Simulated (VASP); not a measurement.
# LiCl (Fm-3m) in VASP: a series of runs

LiCl is run at these levels: PBEsol, PBE-based screened hybrid; tasks: single point.

All numbers are computed with VASP 6.6.1; they aren't measurements. Logs are shortened: lines on timing, memory, paths and dates and some standing lists are left out, and cuts for length are marked.

## 1. The cell of the first run

Symmetry: Fm-3m, No. 225, cubic system. The conventional cell has a = 5.130 Å, b = 5.130 Å, c = 5.130 Å, α = 90.00°, β = 90.00°, γ = 90.00°. Within 3.4 Å of Cl (site symmetry m-3m) lie 6 Li at 2.56 Å. Li (site symmetry m-3m) has 6 Cl at 2.56 Å within 3.4 Å.

## 2. Single point, PBEsol

File INCAR:

```
SYSTEM = LiCl
  PREC = Accurate
  ENCUT = 520
  EDIFF = 1E-7
  ISMEAR = -1
  SIGMA = 0.05
  LREAL = .FALSE.
  LASPH = .TRUE.
  NELM = 100
  ALGO = Normal
  ISIF = 2
  LWAVE = .FALSE.
  LCHARG = .FALSE.
  GGA = PS
  NBANDS = 12
```

File KPOINTS:

```
Automatic mesh
0
G
  9 9 9
  0 0 0
```

File POSCAR:

```
LiCl
1.0
    0.0000000000      2.5647700000      2.5647700000
    2.5647700000      0.0000000000      2.5647700000
    2.5647700000      2.5647700000      0.0000000000
Cl Li
1 1
Direct
    0.5000000000      0.5000000000      0.5000000000
    0.0000000000      0.0000000000      0.0000000000
```

Potentials or basis: VASP PAW PBE potentials, release 64 (Cl, Li_sv).

Launch:

```bash
cat potpaw_PBE.64/Cl/POTCAR potpaw_PBE.64/Li_sv/POTCAR > POTCAR
mpirun -np 1 vasp_std > vasp.out
```

OUTCAR:

```text
SYSTEM = LiCl
   PREC = Accurate
   ENCUT = 520
   EDIFF = 1E-7
   ISMEAR = -1
   LREAL = .FALSE.
   LASPH = .TRUE.
   NELM = 100
   ISIF = 2
   GGA = PS

 ion  position               nearest neighbor table
   1  0.500  0.500  0.500-   2 2.56   2 2.56   2 2.56   2 2.56   2 2.56   2 2.56
   2  0.000  0.000  0.000-   1 2.56   1 2.56   1 2.56   1 2.56   1 2.56   1 2.56

  LATTYP: Found a face centered cubic cell.
 ALAT       =     5.1295400000

  Lattice vectors:

 A1 = (   0.0000000000,   2.5647700000,   2.5647700000)
 A2 = (   2.5647700000,   0.0000000000,   2.5647700000)
 A3 = (   2.5647700000,   2.5647700000,   0.0000000000)

Analysis of symmetry for initial positions (statically):
=====================================================================
 Subroutine PRICEL returns:
 Original cell was already a primitive cell.

 Routine SETGRP: Setting up the symmetry group for a
 face centered cubic supercell.

 Subroutine GETGRP returns: Found 48 space group operations
 (whereof 48 operations were pure point group operations)
 out of a pool of 48 trial point group operations.

The static configuration has the point symmetry O_h .

Analysis of symmetry for dynamics (positions and initial velocities):
=====================================================================
 Subroutine PRICEL returns:
 Original cell was already a primitive cell.

 Routine SETGRP: Setting up the symmetry group for a
 face centered cubic supercell.

 Subroutine GETGRP returns: Found 48 space group operations
 (whereof 48 operations were pure point group operations)
 out of a pool of 48 trial point group operations.

The dynamic configuration has the point symmetry O_h .

 Subroutine INISYM returns: Found 48 space group operations
 (whereof 48 operations are pure point group operations),
 and found     1 'primitive' translations

----------------------------------------------------------------------------------------

                                     Primitive cell

  volume of cell :      33.7423

  direct lattice vectors                    reciprocal lattice vectors
     0.000000000  2.564770000  2.564770000    -0.194949255  0.194949255  0.194949255
     2.564770000  0.000000000  2.564770000     0.194949255 -0.194949255  0.194949255
     2.564770000  2.564770000  0.000000000     0.194949255  0.194949255 -0.194949255

  length of vectors
     3.627132518  3.627132518  3.627132518     0.337662014  0.337662014  0.337662014

  position of ions in fractional coordinates (direct lattice)
     0.500000000  0.500000000  0.500000000
     0.000000000  0.000000000  0.000000000

  ion indices of the primitive-cell ions
   primitive index   ion index
                 1           1
                 2           2

----------------------------------------------------------------------------------------

 KPOINTS: Automatic mesh

Automatic generation of k-mesh.
 Grid dimensions read from file:
 generate k-points for:    9    9    9

 Generating k-lattice:

  Cartesian coordinates                     Fractional coordinates (reciprocal lattice)
    -0.021661028  0.021661028  0.021661028     0.111111111  0.000000000  0.000000000
     0.021661028 -0.021661028  0.021661028     0.000000000  0.111111111  0.000000000
     0.021661028  0.021661028 -0.021661028     0.000000000  0.000000000  0.111111111

  Length of vectors
     0.037518002  0.037518002  0.037518002

  Shift w.r.t. Gamma in fractional coordinates (k-lattice)
     0.000000000  0.000000000  0.000000000

 Subroutine IBZKPT returns following result:
 ===========================================

 Found     35 irreducible k-points:

 Following reciprocal coordinates:
            Coordinates               Weight
  0.000000  0.000000  0.000000      1.000000
  0.111111  0.000000  0.000000      8.000000
  0.222222  0.000000  0.000000      8.000000
  0.333333  0.000000  0.000000      8.000000
  0.444444  0.000000  0.000000      8.000000
  0.111111  0.111111  0.000000      6.000000
[... 16 lines left out ...]
 -0.333333  0.333333  0.000000     12.000000
  0.444444  0.444444  0.000000      6.000000
 [... further k-points ...]
   k-points           NKPTS =     35   k-points in BZ     NKDIM =     35   number of bands    NBANDS=     12
   number of dos      NEDOS =    301   number of ions     NIONS =      2
   total plane-waves  NPLWV =  21952
   dimension x,y,z NGX =    28 NGY =   28 NGZ =   28
   dimension x,y,z NGXF=    56 NGYF=   56 NGZF=   56
   ions per type =               1   1
   NGX,Y,Z   is equivalent  to a cutoff of  12.83, 12.83, 12.83 a.u.
   NGXF,Y,Z  is equivalent  to a cutoff of  25.67, 25.67, 25.67 a.u.
 SYSTEM =  LiCl
   PREC   = accura    normal or accurate (medium, high low for compatibility)
   ISTART =      0    job   : 0-new  1-cont  2-samecut
   ICHARG =      2    charge: 1-file 2-atom 10-const
   ISPIN  =      1    spin polarized calculation?
   LNONCOLLINEAR =      F non collinear calculations
[... 68 lines left out ...]
      9      12.3464      0.00000
     10      14.9505      0.00000
     11      14.9507      0.00000
     12      14.9514      0.00000

 k-point     2 :       0.1111    0.0000    0.0000
  band No.  band energies     occupation
      1     -42.2802      2.00000
      2     -12.7966      2.00000
      3       0.0959      2.00000
      4       0.5009      2.00000
      5       0.5009      2.00000
      6       7.0601      0.00000
      7      11.6459      0.00000
      8      12.3197      0.00000
      9      12.3198      0.00000
     10      13.5916      0.00000
     11      13.5916      0.00000
     12      15.3376      0.00000

 k-point     3 :       0.2222    0.0000    0.0000
  band No.  band energies     occupation
      1     -42.2793      2.00000
      2     -12.6344      2.00000
      3      -0.8396      2.00000
      4       0.4194      2.00000
      5       0.4194      2.00000
      6       7.5526      0.00000
      7      11.2455      0.00000
      8      11.3861      0.00000
      9      11.3861      0.00000
     10      14.0828      0.00000
     11      14.0828      0.00000
     12      15.8174      0.00000

 k-point     4 :       0.3333    0.0000    0.0000
  band No.  band energies     occupation
      1     -42.2782      2.00000
      2     -12.4358      2.00000
      3      -1.7361      2.00000
      4       0.3329      2.00000
      5       0.3329      2.00000
      6       7.4042      0.00000
      7      10.4727      0.00000
      8      10.4727      0.00000
      9      12.0986      0.00000
     10      15.5381      0.00000
     11      15.5381      0.00000
     12      16.3693      0.00000

 k-point     5 :       0.4444    0.0000    0.0000
  band No.  band energies     occupation
      1     -42.2775      2.00000
      2     -12.2966      2.00000
      3      -2.2673      2.00000
      4       0.2798      2.00000
      5       0.2798      2.00000
      6       7.1365      0.00000
      7       9.9912      0.00000
      8       9.9912      0.00000
      9      13.1773      0.00000
     10      17.0310      0.00000
     11      17.2512      0.00000
     12      17.2512      0.00000
[... 228 lines left out ...]
      1     -42.2770      2.00000
      2     -12.1381      2.00000
      3      -2.0604      2.00000
      4      -0.6171      2.00000
      5      -0.4184      2.00000
      6       8.6099      0.00000
      7       9.2195      0.00000
      8      11.5075      0.00000
      9      13.2761      0.00000
     10      14.2781      0.00000
     11      17.9551      0.00000
     12      19.4123      0.00000

 k-point    22 :      -0.4444    0.3333    0.0000
  band No.  band energies     occupation
      1     -42.2767      2.00000
      2     -12.0697      2.00000
      3      -2.0736      2.00000
      4      -1.0942      2.00000
      5      -0.3399      2.00000
      6       8.4936      0.00000
      7      10.0584      0.00000
      8      11.7123      0.00000
      9      12.3693      0.00000
     10      14.5230      0.00000
     11      17.9453      0.00000
     12      19.1749      0.00000

 k-point    23 :      -0.3333    0.3333    0.0000
  band No.  band energies     occupation
      1     -42.2768      2.00000
      2     -12.0983      2.00000
      3      -1.6990      2.00000
      4      -1.5413      2.00000
      5      -0.1268      2.00000
      6       8.5219      0.00000
      7      11.0093      0.00000
      8      11.3262      0.00000
      9      11.4554      0.00000
     10      14.9230      0.00000
     11      16.5537      0.00000
     12      18.8698      0.00000

 k-point    24 :       0.4444    0.4444    0.0000
  band No.  band energies     occupation
      1     -42.2768      2.00000
      2     -12.0569      2.00000
      3      -2.3399      2.00000
      4      -0.5594      2.00000
      5      -0.5594      2.00000
      6       8.3623      0.00000
      7       8.6892      0.00000
      8      12.5300      0.00000
      9      14.3768      0.00000
     10      14.3768      0.00000
     11      17.4590      0.00000
     12      19.3060      0.00000

 [... further k-points ...]

------------------------ aborting loop because EDIFF is reached ----------------------------------------

  FORCE on cell =-STRESS in cart. coord.  units (eV):
  Direction    XX          YY          ZZ          XY          YZ          ZX
  --------------------------------------------------------------------------------------
  -------------------------------------------------------------------------------------
  Total       -0.2772404     -0.2772404     -0.2772404      0.0000000      0.0000000      0.0000000
  in kB      -13.1641216    -13.1641216    -13.1641216      0.0000000      0.0000000      0.0000000
  external PRESSURE =     -13.1641216 kB  Pullay stress =       0.0000000 kB

 VOLUME and BASIS-vectors are now :
 -----------------------------------------------------------------------------
  energy-cutoff  :      520.00
  volume of cell :       33.74
      direct lattice vectors                 reciprocal lattice vectors
     0.000000000  2.564770000  2.564770000    -0.194949255  0.194949255  0.194949255
     2.564770000  0.000000000  2.564770000     0.194949255 -0.194949255  0.194949255
     2.564770000  2.564770000  0.000000000     0.194949255  0.194949255 -0.194949255

 POSITION                                       TOTAL-FORCE (eV/Angst)
 -----------------------------------------------------------------------------------
      2.56477      2.56477      2.56477        -0.000000      0.000000     -0.000000
      0.00000      0.00000      0.00000         0.000000     -0.000000      0.000000
 -----------------------------------------------------------------------------------
    total drift:                                0.000000      0.000000      0.000000

  FREE ENERGIE OF THE ION-ELECTRON SYSTEM (eV)
  ---------------------------------------------------
  free  energy   TOTEN  =        -7.6343732977 eV

  energy  without entropy=       -7.6343732976  energy(sigma->0) =       -7.63437330
```

Wall time 26 s (1 thread of Intel Xeon Platinum 8375C at 2.90GHz (Ice Lake), shared host); peak memory 0.15 GiB.

Results:

```
Free energy            : -7.6344 eV
Band gap on the k mesh : 6.14 eV, direct
```

Levels at points of the mesh, in eV from the valence-band top:
```
           k point  band 3  band 4  band 5  band 6  band 7  band 8
(0.00, 0.00, 0.00)    0.00    0.00    0.00    6.14   11.81   11.81
```

Caveat: the cutoff is under 1.25 times the usual one of these potentials, so pressure, stress and relaxed cells hold a basis-set (Pulay) error; the PAW data sets were made with another functional, which shifts forces and pressure a little. A hybrid or GW would open this gap; PBEsol tends to underestimate it.

## 3. Single point, PBE-based screened hybrid

POSCAR is that of step 2.

File INCAR.step1:

```
SYSTEM = LiCl
PREC     = Accurate       ! precision mode
ENCUT    = 520            ! plane-wave cutoff, eV
EDIFF    = 1E-5           ! SCF threshold, eV
ISMEAR   = -1             ! smearing method
SIGMA    = 0.05           ! smearing width, eV
LREAL    = .FALSE.        ! projectors in reciprocal space
LASPH    = .TRUE.         ! aspherical terms in the spheres
NELM     = 80             ! most SCF steps
ALGO     = Normal         ! electronic algorithm
ISIF     = 2              ! what is computed and relaxed
LWAVE    = .TRUE.         ! write WAVECAR
GGA      = PE             ! functional
NBANDS   = 12             ! bands
```

File INCAR.step2:

```
SYSTEM = LiCl
PREC     = Accurate       ! precision mode
ENCUT    = 520            ! plane-wave cutoff, eV
EDIFF    = 1E-6           ! SCF threshold, eV
ISMEAR   = -1             ! smearing method
SIGMA    = 0.05           ! smearing width, eV
LREAL    = .FALSE.        ! projectors in reciprocal space
LASPH    = .TRUE.         ! aspherical terms in the spheres
NELM     = 80             ! most SCF steps
ALGO     = Normal         ! electronic algorithm
ISIF     = 2              ! what is computed and relaxed
LWAVE    = .FALSE.        ! write WAVECAR
LCHARG   = .TRUE.         ! write CHGCAR
GGA      = PE             ! functional
LHFCALC  = .TRUE.         ! exact exchange
AEXX     = 0.05           ! exact-exchange fraction
HFSCREEN = 0.2            ! screening, 1/A
PRECFOCK = Normal       
LELF     = .TRUE.         ! ELF
LVHAR    = .TRUE.       
ISTART   = 1            
NBANDS   = 12             ! bands
```

File KPOINTS:

```
regular mesh
0
G
  5 5 5
  0 0 0
```

Potentials or basis: VASP PAW PBE potentials, release 64 (Cl, Li_sv).

Launch:

```bash
cat potpaw_PBE.64/Cl/POTCAR potpaw_PBE.64/Li_sv/POTCAR > POTCAR
cp INCAR.step1 INCAR
mpirun -np 1 vasp_std > vasp.out
cp INCAR.step2 INCAR
mpirun -np 1 vasp_std > vasp.out
```

It took 74 s on 1 thread of Intel Xeon Platinum 8488C (Sapphire Rapids), shared host; peak memory 0.25 GiB.

It converged, with:

| Item | Value |
| --- | --- |
| Free energy | -7.6002 eV |
| Band gap on the k mesh | 6.62 eV, direct |

Levels at points of the mesh, in eV from the valence-band top:
| k point | band 3 | band 4 | band 5 | band 6 | band 7 | band 8 |
| --- | --- | --- | --- | --- | --- | --- |
| (0.00, 0.00, 0.00) | 0.00 | 0.00 | 0.00 | 6.62 | 12.25 | 12.25 |

Caveat: the k points lie up to 0.42 Å⁻¹ apart; the cutoff is under 1.25 times the usual one of these potentials, so pressure, stress and relaxed cells hold a basis-set (Pulay) error; the PAW data sets were made with another functional, which shifts forces and pressure a little.

## 4. Single point, PBE-based screened hybrid

POSCAR is that of step 3.

File INCAR.step1:

```
  PREC = Accurate
  ENCUT = 520
  EDIFF = 1E-5
  ISMEAR = -1
  SIGMA = 0.05
  LREAL = False
  LASPH = True
  NELM = 80
  ALGO = Normal
  ISIF = 2
  LWAVE = True
  LCHARG = False
  GGA = PE
  NBANDS = 12
```

File INCAR.step2:

```
  PREC = Accurate
  ENCUT = 520
  EDIFF = 1E-6
  ISMEAR = -1
  SIGMA = 0.05
  LREAL = False
  LASPH = True
  NELM = 80
  ALGO = Normal
  ISIF = 2
  LWAVE = False
  LCHARG = False
  GGA = PE
  LHFCALC = True
  AEXX = 0.1
  HFSCREEN = 0.2
  PRECFOCK = Normal
  ISTART = 1
  NBANDS = 12
```

File KPOINTS:

```
Automatic mesh
0
Gamma
  5 5 5
```

Launch:

```bash
cat potpaw_PBE.64/Cl/POTCAR potpaw_PBE.64/Li_sv/POTCAR > POTCAR
cp INCAR.step1 INCAR
mpirun -np 1 vasp_std > vasp.out
cp INCAR.step2 INCAR
mpirun -np 1 vasp_std > vasp.out
```

Wall time 92 s (1 thread of Intel Xeon Platinum 8488C (Sapphire Rapids), shared host); peak memory 0.25 GiB.

It converged, with:

| Item | Value |
| --- | --- |
| Free energy | -7.8171 eV |
| Band gap on the k mesh | 6.90 eV, direct |

Levels at points of the mesh, in eV from the valence-band top:
| k point | band 3 | band 4 | band 5 | band 6 | band 7 | band 8 |
| --- | --- | --- | --- | --- | --- | --- |
| (0.00, 0.00, 0.00) | 0.00 | 0.00 | 0.00 | 6.90 | 12.56 | 12.56 |

Caveat: the k points lie up to 0.42 Å⁻¹ apart; the cutoff is under 1.25 times the usual one of these potentials, so pressure, stress and relaxed cells hold a basis-set (Pulay) error; the PAW data sets were made with another functional, which shifts forces and pressure a little.

## 5. Single point, PBE-based screened hybrid

POSCAR is that of step 4.

File INCAR.step1:

```
PREC = Accurate
ENCUT = 520
EDIFF = 1E-5
ISMEAR = -1
SIGMA = 0.05
LREAL = False
LASPH = True
NELM = 100
ALGO = Normal
ISIF = 2
LWAVE = True
GGA = PE
NBANDS = 12
```

File INCAR.step2:

```
PREC = Accurate
ENCUT = 520
EDIFF = 1E-6
ISMEAR = -1
SIGMA = 0.05
LREAL = False
LASPH = True
NELM = 100
ALGO = Normal
ISIF = 2
LWAVE = False
LCHARG = True
GGA = PE
LHFCALC = True
AEXX = 0.15
HFSCREEN = 0.2
PRECFOCK = Normal
LELF = True
LVHAR = True
ISTART = 1
NBANDS = 12
```

File KPOINTS:

```
regular mesh
0
Gamma
  5 5 5
```

Launch:

```bash
cat potpaw_PBE.64/Cl/POTCAR potpaw_PBE.64/Li_sv/POTCAR > POTCAR
cp INCAR.step1 INCAR
mpirun -np 1 vasp_std > vasp.out
cp INCAR.step2 INCAR
mpirun -np 1 vasp_std > vasp.out
```

Run time: 1.8 min. Hardware: 1 thread of Intel Xeon Platinum 8488C (Sapphire Rapids), shared host; peak memory 0.25 GiB.

The run converged. Its results:

```
Free energy            : -8.0352 eV
Band gap on the k mesh : 7.18 eV, direct
```

Levels at points of the mesh, in eV from the valence-band top:
```csv
k point,band 3,band 4,band 5,band 6,band 7,band 8
"(0.00, 0.00, 0.00)",0.00,0.00,0.00,7.18,12.87,12.87
```

Caveat: the k points lie up to 0.42 Å⁻¹ apart; the cutoff is under 1.25 times the usual one of these potentials, so pressure, stress and relaxed cells hold a basis-set (Pulay) error; the PAW data sets were made with another functional, which shifts forces and pressure a little.

## 6. Summary

```tsv
level	k mesh	grid for exact exchange (PRECFOCK)	share of exact exchange	screening parameter	gap on the mesh (eV)
PBEsol	9 × 9 × 9	-	-	-	6.14
PBE-based screened hybrid	5 × 5 × 5	Normal	0.05	0.2 1/Å	6.62
PBE-based screened hybrid	5 × 5 × 5	Normal	0.1	0.2 1/Å	6.90
PBE-based screened hybrid	5 × 5 × 5	Normal	0.15	0.2 1/Å	7.18
```

Alike in all rows: task single point; potentials or basis VASP PAW PBE potentials, release 64 (Cl, Li_sv); no spin polarisation; cell as given; cutoff (eV) 520; smearing fermi-dirac 0.05 eV.

Caveats: some runs use coarse meshes; the cutoff is under 1.25 times the usual one of these potentials, so pressure, stress and relaxed cells hold a basis-set (Pulay) error; the PAW data sets were made with another functional, which shifts forces and pressure a little.

Absolute energies hang on the potentials; compare differences alone.
